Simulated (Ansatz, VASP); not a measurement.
**Ti: VASP beside Ansatz**

INCAR

```
ALGO = Fast
EDIFF = 1E-6
EDIFFG = -0.001
ENCUT = 600
GGA = PS
IBRION = 2
ISIF = 3
ISMEAR = -1
LASPH = True
LCHARG = False
LREAL = False
LWAVE = False
NELM = 80
NSW = 80
PREC = Accurate
SIGMA = 0.15
```

The input KPOINTS:

```
k-points
0
Gamma
  12 12 14
```

File POSCAR:

```
Ti
1.0
    4.5152900513      0.0000000000      0.0000000000
   -2.2576450256      3.9103558898      0.0000000000
    0.0000000000      0.0000000000      2.7987936488
Ti
3
Direct
    0.0000000000      0.0000000000      0.0000000000
    0.3333333333      0.6666666667      0.5000000000
    0.6666666667      0.3333333333      0.5000000000
```

Input for Ansatz:

```yaml
crystal:
  lattice:
    - [4.5152900513, 0.0, 0.0]
    - [-2.2576450256, 3.9103558898, 0.0]
    - [0.0, 0.0, 2.7987936488]
  atoms:
    - { symbol: Ti, position: [0.0, 0.0, 0.0] }
    - { symbol: Ti, position: [0.3333333333, 0.6666666667, 0.5] }
    - { symbol: Ti, position: [0.6666666667, 0.3333333333, 0.5] }
basis:
  ecutwfc: 420
kpoints:
  mp_grid: { grid: [12, 12, 14] }
hamiltonian:
  xc: pbesol
scf:
  occupations: { method: fermi_dirac, width: 0.15 }
output:
  forces: true
  stress: true
  eigenvalues: true
relax:
  adjacent_minimum: "off"
  f_tol: 0.001
  max_steps: 60
  cell: { stress_tol: 0.01 }
```

Alike in both runs: task relaxation of cell and atoms; functional PBEsol; k mesh 12 × 12 × 14; occupations fermi-dirac, width 0.15 eV; no spin polarisation.

|  | VASP | Ansatz |
| --- | --- | --- |
| version | VASP 6.6.1 | Ansatz 0.2.0 |
| potentials or method | VASP PAW PBE potentials, release 64 (Ti_sv), cutoff 600 eV | scalar-relativistic, plane waves, PAW |
| valence electrons in the cell | 36 | 36 |

```tsv
	VASP	Ansatz	Ansatz less VASP
gap on the k mesh at the Fermi level, each at its own relaxed structure (eV)	none	none	-
relaxed volume (Å³/atom)	16.49	16.52	+0.029
relaxed length of the cell vector where the two differ most in proportion (Å)	4.521	4.524	+0.0028
```

VASP's potentials were made for PBE, not for PBEsol. A gap of «none» marks a metal or a gap that the smearing closes.
